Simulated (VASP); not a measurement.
# Al2Rh (Cmmm) in VASP: a series of runs

Runs on Al2Rh. Level: PBE. Tasks: single point, relaxation of cell and atoms.

Program: VASP 6.6.1. These are calculated values, not measurements. Logs are shortened: lines on timing, memory, paths and dates and some standing lists are left out, and cuts for length are marked.

## (1) The cell of the first run

The structure is orthorhombic, space group Cmmm (No. 65). The conventional cell has a = 4.131 Å, b = 4.691 Å, c = 4.525 Å, α = 90.00°, β = 90.00°, γ = 90.00°. Within 2.8 Å of Al (site symmetry 2/m) lie 4 Al at 2.07 to 2.35 Å and 4 Rh at 2.75 Å. Rh (site symmetry mmm) has 8 Al at 2.75 Å and 4 Rh at 3.13 Å within 3.6 Å.

The cell was built from a structure type or drawn by symmetry, and may not be a known phase.

## (2) Single point, PBE

Input file INCAR:

```
SYSTEM = Al2Rh
PREC = Accurate
ENCUT = 520
EDIFF = 1E-7
ISMEAR = 0
SIGMA = 0.1
LREAL = .FALSE.
LASPH = .TRUE.
NELM = 60
ALGO = Fast
ISIF = 2
LWAVE = .FALSE.
LCHARG = .FALSE.
GGA = PE
NBANDS = 18
```

Input file KPOINTS:

```
regular mesh
0
G
  6 6 4
  0 0 0
```

Input file POSCAR:

```
Al2Rh
1.0
    2.0653303100     -2.3455078500      0.0000000000
    2.0653303100      2.3455078500      0.0000000000
    0.0000000000      0.0000000000      4.5253497100
Al Rh
2 1
Direct
    0.0000000000      0.5000000000      0.0000000000
    0.5000000000      0.0000000000      0.0000000000
    0.5000000000      0.5000000000      0.5000000000
```

Potentials or basis: VASP PAW PBE potentials, release 64 (Al, Rh_pv).

Launch:

```console
cat potpaw_PBE.64/Al/POTCAR potpaw_PBE.64/Rh_pv/POTCAR > POTCAR
mpirun -np 1 vasp_std > vasp.out
```

OUTCAR:

```text
SYSTEM = Al2Rh
   PREC = Accurate
   ENCUT = 520
   EDIFF = 1E-7
   ISMEAR = 0
   LREAL = .FALSE.
   LASPH = .TRUE.
   NELM = 60
   ISIF = 2
   GGA = PE

 ion  position               nearest neighbor table
   1  0.000  0.500  0.000-   2 2.07   2 2.07   2 2.35   2 2.35   3 2.75   3 2.75   3 2.75   3 2.75

   2  0.500  0.000  0.000-   1 2.07   1 2.07   1 2.35   1 2.35   3 2.75   3 2.75   3 2.75   3 2.75

   3  0.500  0.500  0.500-   1 2.75   2 2.75   1 2.75   2 2.75   2 2.75   2 2.75   1 2.75   1 2.75

  LATTYP: Found a base centered orthorhombic cell.
 ALAT       =     4.1306606200
 B/A-ratio  =     1.1356574968
 C/A-ratio  =     1.0955510816

  Lattice vectors:

 A1 = (   2.0653303100,  -2.3455078500,   0.0000000000)
 A2 = (   2.0653303100,   2.3455078500,   0.0000000000)
 A3 = (   0.0000000000,   0.0000000000,   4.5253497100)

Analysis of symmetry for initial positions (statically):
=====================================================================
 Subroutine PRICEL returns:
 Original cell was already a primitive cell.

 Routine SETGRP: Setting up the symmetry group for a
 base centered orthorhombic supercell.

 Subroutine GETGRP returns: Found  8 space group operations
 (whereof  8 operations were pure point group operations)
 out of a pool of  8 trial point group operations.

The static configuration has the point symmetry D_2h.

Analysis of symmetry for dynamics (positions and initial velocities):
=====================================================================
 Subroutine PRICEL returns:
 Original cell was already a primitive cell.

 Routine SETGRP: Setting up the symmetry group for a
 base centered orthorhombic supercell.

 Subroutine GETGRP returns: Found  8 space group operations
 (whereof  8 operations were pure point group operations)
 out of a pool of  8 trial point group operations.

The dynamic configuration has the point symmetry D_2h.

 Subroutine INISYM returns: Found  8 space group operations
 (whereof  8 operations are pure point group operations),
 and found     1 'primitive' translations

----------------------------------------------------------------------------------------

                                     Primitive cell

  volume of cell :      43.8438

  direct lattice vectors                    reciprocal lattice vectors
     2.065330310 -2.345507850  0.000000000     0.242092026 -0.213173450  0.000000000
     2.065330310  2.345507850  0.000000000     0.242092026  0.213173450  0.000000000
     0.000000000  0.000000000  4.525349710     0.000000000  0.000000000  0.220977397

  length of vectors
     3.125219411  3.125219411  4.525349710     0.322570099  0.322570099  0.220977397

  position of ions in fractional coordinates (direct lattice)
     0.000000000  0.500000000  0.000000000
     0.500000000  0.000000000  0.000000000
     0.500000000  0.500000000  0.500000000

  ion indices of the primitive-cell ions
   primitive index   ion index
                 1           1
                 2           2
                 3           3

----------------------------------------------------------------------------------------

 KPOINTS: regular mesh

Automatic generation of k-mesh.
 Grid dimensions read from file:
 generate k-points for:    6    6    4

 Generating k-lattice:

  Cartesian coordinates                     Fractional coordinates (reciprocal lattice)
     0.040348671 -0.035528908  0.000000000     0.166666667 -0.000000000  0.000000000
     0.040348671  0.035528908  0.000000000    -0.000000000  0.166666667  0.000000000
     0.000000000  0.000000000  0.055244349     0.000000000  0.000000000  0.250000000

  Length of vectors
     0.053761683  0.053761683  0.055244349

  Shift w.r.t. Gamma in fractional coordinates (k-lattice)
     0.000000000  0.000000000  0.000000000

 Subroutine IBZKPT returns following result:
 ===========================================

 Found     39 irreducible k-points:

 Following reciprocal coordinates:
            Coordinates               Weight
  0.000000  0.000000  0.000000      1.000000
  0.166667  0.000000  0.000000      4.000000
  0.333333  0.000000  0.000000      4.000000
  0.500000  0.000000  0.000000      2.000000
  0.166667  0.166667  0.000000      2.000000
  0.333333  0.166667  0.000000      4.000000
[... 16 lines left out ...]
  0.333333  0.333333  0.250000      4.000000
  0.500000  0.333333  0.250000      8.000000
 [... further k-points ...]
   k-points           NKPTS =     39   k-points in BZ     NKDIM =     39   number of bands    NBANDS=     18
   number of dos      NEDOS =    301   number of ions     NIONS =      3
   total plane-waves  NPLWV =  20736
   dimension x,y,z NGX =    24 NGY =   24 NGZ =   36
   dimension x,y,z NGXF=    48 NGYF=   48 NGZF=   72
   ions per type =               2   1
   NGX,Y,Z   is equivalent  to a cutoff of  12.77, 12.77, 13.23 a.u.
   NGXF,Y,Z  is equivalent  to a cutoff of  25.53, 25.53, 26.45 a.u.
 SYSTEM =  Al2Rh
   PREC   = accura    normal or accurate (medium, high low for compatibility)
   ISTART =      0    job   : 0-new  1-cont  2-samecut
   ICHARG =      2    charge: 1-file 2-atom 10-const
   ISPIN  =      1    spin polarized calculation?
   LNONCOLLINEAR =      F non collinear calculations
   LSORBIT =      F    spin-orbit coupling
   LASPH  =      T    aspherical Exc in radial PAW
   ENCUT  =  520.0 eV  38.22 Ry    6.18 a.u.   5.81  5.81  8.41*2*pi/ulx,y,z
   NELM   =     60;   NELMIN=  2; NELMDL= -5     # of ELM steps
   EDIFF  = 0.1E-06   stopping-criterion for ELM
   LREAL  =      F    real-space projection
   EDIFFG = 0.1E-05   stopping-criterion for IOM
   NSW    =      0    number of steps for IOM
   IBRION =     -1    ionic relax: 0-MD 1-quasi-New 2-CG
   NFREE  =      0    steps in history (QN), initial steepest desc. (CG)
   ISIF   =      2    stress and relaxation
   ISYM   =      2    0-nonsym 1-usesym 2-fastsym
   POTIM  = 0.5000    time-step for ionic-motion
   TEBEG  =    0.0;   TEEND  =   0.0 temperature during run
   PSTRESS=    0.0 pullay stress
   NELECT =      21.0000    total number of electrons
   NUPDOWN=      -1.0000    fix difference up-down
   EMIN   =  10.00;   EMAX   =-10.00  energy-range for DOS
   EFERMI =   0.00;   METHOD = LEGACY
   ISMEAR =     0;   SIGMA  =   0.10  broadening in eV -4-tet -1-fermi 0-gaus
   EFERMI_NEDOS =   21; number of points for ismear=-14 and -15
   IALGO  =     68    algorithm
   IMIX   =      4    mixing-type and parameters
     AMIX     =   0.40;   BMIX     =  1.00
     AMIX_MAG =   1.60;   BMIX_MAG =  1.00
  volume/ion in A,a.u.               =      14.61        98.62
  Fermi-wavevector in a.u.,A,eV,Ry     =   1.280890  2.420531 22.322786  1.640679
  Thomas-Fermi vector in A             =   2.413291
   LORBIT       =      0    0 simple, 1 ext, 2 COOP (PROOUT), +10 PAW based schemes
   GGA     = PE    functional components
   LHFCALC =     F    Hartree Fock is set to
   AEXX    =    0.0000 exact exchange contribution
   IVDW    =     0    specifies the selected vdW correction
   LEPSILON=     F    determine dielectric tensor
   LRPA    =     F    only Hartree local field effects (RPA)
 non-spin polarized calculation
 RMM-DIIS sequential band-by-band and
 Gauss-broadening in eV      SIGMA  =   0.10
  energy-cutoff  :      520.00
  volume of cell :       43.84
 maximum number of plane-waves:      1212
   NGX = 11   NGY = 11   NGZ = 17

 number of electron      21.0000001 magnetization

 Free energy of the ion-electron system (eV)
  ---------------------------------------------------
  ext. energy  EPLUGINS =         0.00000000
  ---------------------------------------------------
  free energy    TOTEN  =       -11.61739185 eV

  energy without entropy =      -11.61230229  energy(sigma->0) =      -11.61484707

 E-fermi :   8.9794     XC(G=0): -11.4874

 val. band max:        8.9777040519   @ k =  -0.1667   0.1667   0.2500
 cond. band min:       9.0415008505   @ k =  -0.1667   0.1667   0.5000
 fundamental gap:      0.0637967985
 Fermi energy:         8.9793876445

 k-point     1 :       0.0000    0.0000    0.0000
  band No.  band energies     occupation
      1     -36.9151      2.00000
      2     -36.6006      2.00000
      3     -36.4807      2.00000
      4      -2.2495      2.00000
      5       5.7370      2.00000
      6       6.0172      2.00000
[... 10 lines left out ...]
     17      20.1768      0.00000
     18      20.3081      0.00000

 k-point     2 :       0.1667    0.0000    0.0000
  band No.  band energies     occupation
      1     -36.9133      2.00000
      2     -36.6116      2.00000
      3     -36.4877      2.00000
      4      -1.8279      2.00000
      5       5.7979      2.00000
      6       5.8036      2.00000
[... 10 lines left out ...]
     17      19.4482      0.00000
     18      21.0784      0.00000

 k-point     3 :       0.3333    0.0000    0.0000
  band No.  band energies     occupation
      1     -36.9096      2.00000
      2     -36.6379      2.00000
      3     -36.4973      2.00000
      4      -0.6018      2.00000
      5       4.0076      2.00000
      6       5.4539      2.00000
[... 10 lines left out ...]
     17      18.0859      0.00000
     18      21.2857      0.00000

 k-point     4 :       0.5000    0.0000    0.0000
  band No.  band energies     occupation
      1     -36.9078      2.00000
      2     -36.6528      2.00000
      3     -36.5003      2.00000
      4       0.9420      2.00000
      5       1.9366      2.00000
      6       5.2999      2.00000
[... 10 lines left out ...]
     17      18.7774      0.00000
     18      20.0246      0.00000

 k-point     5 :       0.1667    0.1667    0.0000
  band No.  band energies     occupation
      1     -36.9114      2.00000
      2     -36.6206      2.00000
      3     -36.4970      2.00000
      4      -1.3085      2.00000
      5       5.7002      2.00000
      6       5.8258      2.00000
[... 10 lines left out ...]
     17      18.5728      0.00000
     18      19.4077      0.00000

 k-point     6 :       0.3333    0.1667    0.0000
  band No.  band energies     occupation
      1     -36.9078      2.00000
      2     -36.6439      2.00000
      3     -36.5092      2.00000
      4      -0.0087      2.00000
      5       3.9946      2.00000
      6       5.6478      2.00000
[... 10 lines left out ...]
     17      17.9189      0.00000
     18      20.5775      0.00000

 k-point     7 :       0.5000    0.1667    0.0000
  band No.  band energies     occupation
      1     -36.9060      2.00000
      2     -36.6577      2.00000
      3     -36.5125      2.00000
      4       1.2440      2.00000
      5       2.3628      2.00000
      6       5.4542      2.00000
[... 10 lines left out ...]
     17      19.1090      0.00000
     18      19.8396      0.00000

 k-point     8 :      -0.3333    0.1667    0.0000
  band No.  band energies     occupation
      1     -36.9079      2.00000
      2     -36.6442      2.00000
      3     -36.5078      2.00000
      4      -0.3940      2.00000
      5       4.5158      2.00000
      6       5.5302      2.00000
[... 10 lines left out ...]
     17      18.8644      0.00000
     18      19.5864      0.00000
[... 229 lines left out ...]
     17      18.6944      0.00000
     18      21.0444      0.00000

 k-point    20 :       0.5000    0.1667    0.2500
  band No.  band energies     occupation
      1     -36.9064      2.00000
      2     -36.6576      2.00000
      3     -36.5124      2.00000
      4       1.5823      2.00000
      5       2.2653      2.00000
      6       5.9658      2.00000
[... 10 lines left out ...]
     17      18.2484      0.00000
     18      20.2019      0.00000

 k-point    21 :      -0.3333    0.1667    0.2500
  band No.  band energies     occupation
      1     -36.9084      2.00000
      2     -36.6441      2.00000
      3     -36.5077      2.00000
      4      -0.1481      2.00000
      5       4.3974      2.00000
      6       5.5907      2.00000
[... 10 lines left out ...]
     17      18.3856      0.00000
     18      20.2148      0.00000

 k-point    22 :      -0.1667    0.1667    0.2500
  band No.  band energies     occupation
      1     -36.9121      2.00000
      2     -36.6209      2.00000
      3     -36.4956      2.00000
      4      -1.2390      2.00000
      5       4.6739      2.00000
      6       6.0446      2.00000
[... 10 lines left out ...]
     17      17.1963      0.00000
     18      19.5182      0.00000

 k-point    23 :       0.3333    0.3333    0.2500
  band No.  band energies     occupation
      1     -36.9046      2.00000
      2     -36.6606      2.00000
      3     -36.5268      2.00000
      4       1.5415      2.00000
      5       4.3096      2.00000
      6       4.8140      2.00000
[... 10 lines left out ...]
     17      19.3926      0.00000
     18      20.2209      0.00000

 k-point    24 :       0.5000    0.3333    0.2500
  band No.  band energies     occupation
      1     -36.9028      2.00000
      2     -36.6715      2.00000
      3     -36.5324      2.00000
      4       2.3975      2.00000
      5       3.4713      2.00000
      6       5.3796      2.00000
[... 10 lines left out ...]
     17      17.5807      0.00000
     18      19.3412      0.00000

 [... further k-points ...]

------------------------ aborting loop because EDIFF is reached ----------------------------------------

  FORCE on cell =-STRESS in cart. coord.  units (eV):
  Direction    XX          YY          ZZ          XY          YZ          ZX
  --------------------------------------------------------------------------------------
  -------------------------------------------------------------------------------------
  Total       24.3547080      6.6334638     -7.0943002     -0.0000000      0.0000000      0.0000000
  in kB      889.9896527    242.4054585   -259.2457201     -0.0000000      0.0000000      0.0000000
  external PRESSURE =     291.0497970 kB  Pullay stress =       0.0000000 kB

 VOLUME and BASIS-vectors are now :
 -----------------------------------------------------------------------------
  energy-cutoff  :      520.00
  volume of cell :       43.84
      direct lattice vectors                 reciprocal lattice vectors
     2.065330310 -2.345507850  0.000000000     0.242092026 -0.213173450  0.000000000
     2.065330310  2.345507850  0.000000000     0.242092026  0.213173450  0.000000000
     0.000000000  0.000000000  4.525349710     0.000000000  0.000000000  0.220977397

 POSITION                                       TOTAL-FORCE (eV/Angst)
 -----------------------------------------------------------------------------------
      1.03267      1.17275      0.00000         0.000000      0.000000      0.000000
      1.03267     -1.17275      0.00000         0.000000      0.000000      0.000000
      2.06533      0.00000      2.26267        -0.000000      0.000000      0.000000
 -----------------------------------------------------------------------------------
    total drift:                                0.000000      0.000000     -0.000000

  FREE ENERGIE OF THE ION-ELECTRON SYSTEM (eV)
  ---------------------------------------------------
  free  energy   TOTEN  =       -11.6173918518 eV

  energy  without entropy=      -11.6123022865  energy(sigma->0) =      -11.61484707
```

Wall time 14 s (1 thread of AMD EPYC 9R45 (Zen 5), shared host); peak memory 0.14 GiB.

What came out:

```yaml
Free_energy: -11.6174 eV
Pressure: 29.1 GPa
Band_gap_on_the_k_mesh: zero (an odd number of electrons rules out a gap without spin polarisation)
```

Caveat: the cell stands under pressure.

## (3) Relaxation of cell and atoms, PBE

Input file INCAR:

```
SYSTEM = Al2Rh
PREC     = Accurate       ! precision mode
ENCUT    = 600            ! plane-wave cutoff, eV
EDIFF    = 1E-6           ! SCF threshold, eV
ISMEAR   = 0              ! smearing method
SIGMA    = 0.1            ! smearing width, eV
LREAL    = .FALSE.        ! projectors in reciprocal space
LASPH    = .TRUE.         ! aspherical terms in the spheres
NELM     = 100            ! most SCF steps
ALGO     = Normal         ! electronic algorithm
ISIF     = 3              ! what is computed and relaxed
LWAVE    = .FALSE.        ! write WAVECAR
LCHARG   = .FALSE.        ! write CHGCAR
GGA      = PE             ! functional
IBRION   = 2              ! ionic algorithm
NSW      = 90             ! ionic steps
EDIFFG   = -0.04          ! ionic threshold
```

Input file KPOINTS:

```
Automatic mesh
0
G
  6 6 4
  0 0 0
```

POSCAR is that of step 2.

Potentials or basis: VASP PAW PBE potentials, release 64 (Al, Rh_pv).

Launch:

```console
cat potpaw_PBE.64/Al/POTCAR potpaw_PBE.64/Rh_pv/POTCAR > POTCAR
mpirun -np 1 vasp_std > vasp.out
```

It took 2.3 min on 1 thread of AMD EPYC 9R45 (Zen 5), shared host; peak memory 0.17 GiB.

It converged, with:

```yaml
Free_energy: -16.8399 eV
Relaxed_volume: 16.92 Å³/atom
Relaxed_cell: a = 4.256 Å, b = 4.256 Å, c = 2.802 Å, α = 90.00°, β = 90.00°, γ = 90.31°
Space_group_after_relaxing_to_0.1_Å: P4/mmm (No. 123)
Pressure_after_relaxing: 0.1 GPa
Band_gap_on_the_k_mesh: zero (an odd number of electrons rules out a gap without spin polarisation)
```

Stress tensor (GPa, compression positive):
```
 0.27  0.00  0.00
 0.00 -0.09  0.00
 0.00  0.00  0.18
```

Final structure:
```
Al Rh
1.0
     3.00175   -3.01780    0.00000
     3.00175    3.01780    0.00000
     0.00000    0.00000    2.80159
Al Rh
2 1
Direct
  0.00000 0.50000 0.00000
  0.50000 0.00000 0.00000
  0.50000 0.50000 0.50000
```

Levels at points of the mesh, in eV from the Fermi level:
```tsv
k point	band 8	band 9	band 10	band 11	band 12	band 13	band 14
(0.00, 0.00, 0.00)	-1.97	-1.92	-1.89	-1.89	2.28	2.39	5.44
(0.50, 0.00, 0.00)	-3.32	-1.98	-1.88	-0.40	1.25	2.91	4.23
(0.50, 0.50, 0.00)	-3.34	-3.17	-1.96	-1.95	-0.21	7.78	7.79
(0.00, 0.00, 0.50)	-4.27	-2.34	0.84	2.91	4.40	4.49	4.58
(0.50, 0.00, 0.50)	-2.62	-2.53	-2.45	0.39	1.44	3.43	5.09
(0.50, 0.50, 0.50)	-2.01	-1.80	-1.75	-1.70	-0.62	2.48	2.55
```

Caveat: the volume moved by over 15 % at a fixed basis, so the end points are rough.
